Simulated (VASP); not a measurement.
A run of VASP 6.6.1 is set up as follows.

The input INCAR:

```
PREC     = Accurate       # precision mode
ENCUT    = 520            # plane-wave cutoff, eV
EDIFF    = 1E-6           # SCF threshold, eV
ISMEAR   = -1             # smearing method
SIGMA    = 0.1            # smearing width, eV
LREAL    = F              # projectors in reciprocal space
LASPH    = T              # aspherical terms in the spheres
NELM     = 80             # most SCF steps
ALGO     = Normal         # electronic algorithm
ISIF     = 2              # what is computed and relaxed
LWAVE    = F              # write WAVECAR
LCHARG   = T              # write CHGCAR
GGA      = B5             # functional
ALDAX    = 1.0          
AGGAX    = 1.0          
AGGAC    = 1.0          
ALDAC    = 0.0          
LELF     = T              # ELF
LVHAR    = T            
NBANDS   = 28             # bands
```

KPOINTS

```
regular mesh
0
Gamma
  13 13 4
```

File POSCAR:

```
Hf
1.0
    3.3516274112      0.0000000000      0.0000000000
   -1.6758137056      2.9025944821      0.0000000000
    0.0000000000      0.0000000000     10.7140598157
Hf
4
Direct
    0.0000000000      1.0000000000      0.0000000000
    0.0000000000      1.0000000000      0.5000000000
    0.3333333333      0.6666666667      0.2500000000
    0.6666666667      0.3333333333      0.7500000000
```

Potentials or basis: VASP PAW PBE potentials, release 64 (Hf_pv).

Launch:

```bash
$ cat potpaw_PBE.64/Hf_pv/POTCAR > POTCAR
$ mpirun -np 1 vasp_std > vasp.out
```

(1) Predict the pressure.

(2) What does it give for the band gap on the k mesh?

## Answers

(1) -9.3 GPa.

(2) zero (bands 20 and 21 overlap by 1.41 eV).

Caveat: the cell stands under tension; the PAW data sets were made with another functional, which shifts forces and pressure a little; spin-orbit coupling is left out, which moves the levels of the heavy elements.
